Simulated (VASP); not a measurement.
# BeS: G0W0 quasiparticle levels with r2SCAN

BeS:

```
Be S
1.0
     0.00000    2.31730    2.31730
     2.31730    0.00000    2.31730
     2.31730    2.31730    0.00000
Be S
1 1
Cartesian
  0.0000 0.0000 0.0000
  2.3173 2.3173 2.3173
```

| Item | Value |
| --- | --- |
| Program | VASP 6.6.1 |
| Task | G0W0 quasiparticle levels |
| Functional | r2SCAN |
| Potentials or basis | VASP PAW PBE potentials, release 64 (Be_GW, S_GW) |
| Cutoff | 500 eV |
| k mesh | 6 × 6 × 6 |
| Occupations | gaussian, width 0.01 eV |
| Spin | no spin polarisation |
| Dipole correction | no |
| GW scheme | G0W0 |
| GW iterations | 1 |
| Cutoff of the response function | 180 |
| Frequency points | 96 |
| Empty bands | 136 |
| Further INCAR settings | ALGO = EVGW0; EDIFF = 1e-08; NBANDS = 140 |

* Quasiparticle gap: 1.98 eV
* Least direct quasiparticle gap: 5.31 eV
* Band gap of the starting levels on the mesh: 1.35 eV
* Least direct gap of the starting levels on the mesh: 4.60 eV

It took 14 min on 1 thread of Intel Xeon 8259CL, with other jobs on the host, peak memory 0.62 GiB.

Caveat: the k points lie up to 0.39 Å⁻¹ apart; bands, screening cutoff and mesh are small and nothing is extrapolated, so the quasiparticle values aren't converged; the structure was generated, so it needn't be the stable form of BeS.
